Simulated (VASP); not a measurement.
Set up this calculation in VASP 6.6.1, as the native input.

```
Task                   : single point
Functional             : PBEsol
Potentials or basis    : VASP PAW PBE potentials, release 64 (Ti_sv, C)
Cutoff                 : 520 eV
k mesh                 : 11 × 8 × 1
Occupations            : gaussian, width 0.1 eV
Spin                   : no spin polarisation
Dipole correction      : yes
Further INCAR settings : ALGO = Normal; EDIFF = 1e-06; NBANDS = 60
```

The structure of TiC lies in POSCAR:

```
TiC
1.0
    3.0358717261      0.0000000000      0.0000000000
    0.0000000000      4.2933709686      0.0000000000
    0.0000000000      0.0000000000     22.5896793152
Ti C
6 6
Direct
    0.5000000000      0.5000000000      0.3320100253
    0.0000000000      0.0000000000      0.3992060152
    0.5000000000      0.5000000000      0.4664020051
    0.0000000000      0.0000000000      0.5335979949
    0.5000000000      0.5000000000      0.6007939848
    0.0000000000      0.0000000000      0.6679899747
    0.5000000000      0.0000000000      0.3320100253
    0.0000000000      0.5000000000      0.3992060152
    0.5000000000      0.0000000000      0.4664020051
    0.0000000000      0.5000000000      0.5335979949
    0.5000000000      0.0000000000      0.6007939848
    0.0000000000      0.5000000000      0.6679899747
```

This cell differs from its parent crystal: atoms taken out.

One way to write it, as run:

INCAR

```
SYSTEM = TiC
PREC     = Accurate       ! precision mode
ENCUT    = 520            ! plane-wave cutoff, eV
EDIFF    = 1E-6           ! SCF threshold, eV
ISMEAR   = 0              ! smearing method
SIGMA    = 0.1            ! smearing width, eV
LREAL    = .FALSE.        ! projectors in reciprocal space
LASPH    = .TRUE.         ! aspherical terms in the spheres
NELM     = 100            ! most SCF steps
ALGO     = Normal         ! electronic algorithm
ISIF     = 2              ! what is computed and relaxed
LWAVE    = .FALSE.        ! write WAVECAR
LCHARG   = .FALSE.        ! write CHGCAR
LDIPOL   = .TRUE.       
IDIPOL   = 3            
DIPOL    = 0.5 0.5 0.500
GGA      = PS             ! functional
NBANDS   = 60             ! bands
```

KPOINTS

```
regular mesh
0
G
  11 8 1
  0 0 0
```

Potentials or basis: VASP PAW PBE potentials, release 64 (Ti_sv, C).

Command:

```console
$ cat potpaw_PBE.64/Ti_sv/POTCAR potpaw_PBE.64/C/POTCAR > POTCAR
$ mpirun -np 1 vasp_std > vasp.out
```

It gave:

```json
{
  "Largest force": "2.422 eV/Å",
  "Band gap on the k mesh": "zero (bands 48 and 49 overlap by 0.59 eV)"
}
```

Caveat: the cell differs from its parent crystal (atoms taken out); the PAW data sets were made with another functional, which shifts forces and pressure a little.

It took 11 min on 1 thread of Intel(R) Xeon(R) Platinum 8488C (Sapphire Rapids), with other jobs on the host, peak memory 0.58 GiB.
